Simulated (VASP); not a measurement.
AlRu, 2 atoms in the cell. Symmetry: Pm-3m, No. 221, cubic system. The conventional cell has a = 3.004 Å, b = 3.004 Å, c = 3.004 Å, α = 90.00°, β = 90.00°, γ = 90.00°. Within 3.4 Å of Al (site symmetry m-3m) lie 8 Ru at 2.60 Å and 6 Al at 3.00 Å. Ru (site symmetry m-3m) has 8 Al at 2.60 Å and 6 Ru at 3.00 Å within 3.4 Å. 

| Quantity | Value |
| --- | --- |
| Program | VASP 6.6.1 |
| Task | relaxation of cell and atoms |
| Functional | PBEsol |
| Potentials or basis | VASP PAW PBE potentials, release 64 (Al, Ru_pv) |
| Cutoff | 600 eV |
| k mesh | 14 × 14 × 14 |
| Occupations | gaussian, width 0.1 eV |
| Spin | no spin polarisation |
| Dipole correction | no |
| Further INCAR settings | ALGO = Fast; EDIFF = 1e-06; IBRION = 2; EDIFFG = -0.005; NSW = 70; ISIF = 3 |

Potentials or basis: VASP PAW PBE potentials, release 64 (Al, Ru_pv).

Command:

```sh
$ cat potpaw_PBE.64/Al/POTCAR potpaw_PBE.64/Ru_pv/POTCAR > POTCAR
$ mpirun -np 1 vasp_std > vasp.out
```

Hardware: 1 thread of Intel(R) Xeon(R) Platinum 8559C (Emerald Rapids), on a shared host.

Q: How long does it take, and how much memory?

A: Wall time 47 s on 1 thread of Intel(R) Xeon(R) Platinum 8559C (Emerald Rapids), on a shared host, peak memory 0.17 GiB. Counts: scf iterations 34, k points 120, ion steps 3.
